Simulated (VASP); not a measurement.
Sb, 2 atoms in the cell. The structure is trigonal, space group R-3m (No. 166). The conventional cell has a = 4.301 Å, b = 4.301 Å, c = 11.232 Å, α = 90.00°, β = 90.00°, γ = 120.00°. Sb (site symmetry 3m) has 6 Sb at 2.90 to 3.34 Å within 3.8 Å. 

| Item | Value |
| --- | --- |
| Program | VASP 6.6.1 |
| Task | single point |
| Functional | LDA |
| Potentials or basis | VASP PAW LDA potentials, release 64 (Sb) |
| Cutoff | 520 eV |
| k mesh | 6 × 6 × 6 |
| Occupations | gaussian, width 0.1 eV |
| Spin | no spin polarisation |
| Dipole correction | no |
| Further INCAR settings | ALGO = Normal; EDIFF = 1e-07; NBANDS = 12 |

Potentials or basis: VASP PAW LDA potentials, release 64 (Sb).

The run is started by

```sh
$ cat potpaw_LDA.64/Sb/POTCAR > POTCAR
$ mpirun -np 1 vasp_std > vasp.out
```

Hardware: 1 thread of Intel(R) Xeon(R) Platinum 8488C (Sapphire Rapids), with other jobs on the host.

Problem. How long does it take, and how much memory?

Solution. It took 11 s on 1 thread of Intel(R) Xeon(R) Platinum 8488C (Sapphire Rapids), with other jobs on the host, peak memory 0.16 GiB. Counts: scf iterations 10, k points 32.
